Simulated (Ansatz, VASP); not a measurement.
## FeO: VASP beside Ansatz

```
Fe O
1.0
     2.61247    0.00000    2.61247
     0.00000    2.61247    2.61247
     0.00000    0.00000    5.22494
Fe O
2 2
Cartesian
  0.0000 0.0000 0.0000
  0.0000 0.0000 2.6125
  1.3062 1.3062 6.5312
  1.3062 1.3062 3.9187
```

Alike in both runs: task single point; functional PBE; k mesh 7 × 7 × 7; occupations gaussian, width 0.05 eV; collinear spin; Hubbard terms Fe d U = 7.0 eV, J = 0.5 eV.

|  | VASP | Ansatz |
| --- | --- | --- |
| version | VASP 6.6.1 | Ansatz 0.2.0 |
| potentials or method | VASP PAW PBE potentials, release 64 (Fe, O), cutoff 520 eV | scalar-relativistic, plane waves, PAW |
| valence electrons in the cell | 28 | 44 |

Ansatz gave:

| Property | Result |
| --- | --- |
| pressure (GPa) | 38.4 |
| net moment per atom (μB) | 0.00 |
| size of the moment on the site where the two differ most (μB) | 0.00 |

Problem. What did VASP give for the same quantities?

Solution. Pressure (GPa): -18.5; net moment per atom (μB): 0.30; size of the moment on the site where the two differ most (μB): 0.58.

The net moments are unlike, so the other rows may belong to different states. Site moments also hang on the region over which each program counts them. The programs project onto different local orbitals, so the same U acts differently, and such runs can settle in different states. VASP's potentials hold 28 valence electrons a cell and Ansatz's 44, so a difference there can come from the potentials and not from the codes. Ansatz's warnings: symmetry narrowed by occupation matrices.
